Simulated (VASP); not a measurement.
Crystal: MgO (vib).

```
CELL_PARAMETERS angstrom
0.00000 2.12450 2.12450
2.12450 0.00000 2.12450
2.12450 2.12450 0.00000
ATOMIC_POSITIONS crystal
Mg 0.00000 0.00000 0.00000
O 0.50000 0.50000 0.50000
```

* Program: VASP 6.6.1
* Task: relaxation of cell and atoms
* Functional: LDA
* Potentials or basis: VASP PAW LDA potentials, release 64 (Mg, O)
* Cutoff: 600 eV
* k mesh: 8 × 8 × 8
* Occupations: gaussian, width 0.1 eV
* Spin: no spin polarisation

At the start: pressure -11.6 GPa; volume 9.59 Å³/atom.

Problem. Where does the relaxation end?

Solution. Over 3 steps the energy falls by 26.9 meV/atom and the volume is 8.89 Å³/atom (-7.3 %); space group Fm-3m (No. 225, to 0.05 Å).

Step by step:
| step | energy change (eV) | largest force (eV/Å) | pressure (GPa) | volume (Å³) |
| --- | --- | --- | --- | --- |
| 1 | 0.0000 | 0.0000 | -11.59 | 19.18 |
| 2 | -0.0467 | 0.0000 | 5.03 | 17.32 |
| 3 | -0.0539 | 0.0000 | 0.02 | 17.78 |

Final structure:
```
CELL_PARAMETERS angstrom
0.00000 2.07159 2.07159
2.07159 0.00000 2.07159
2.07159 2.07159 0.00000
ATOMIC_POSITIONS crystal
Mg 0.00000 0.00000 0.00000
O 0.50000 0.50000 0.50000
```
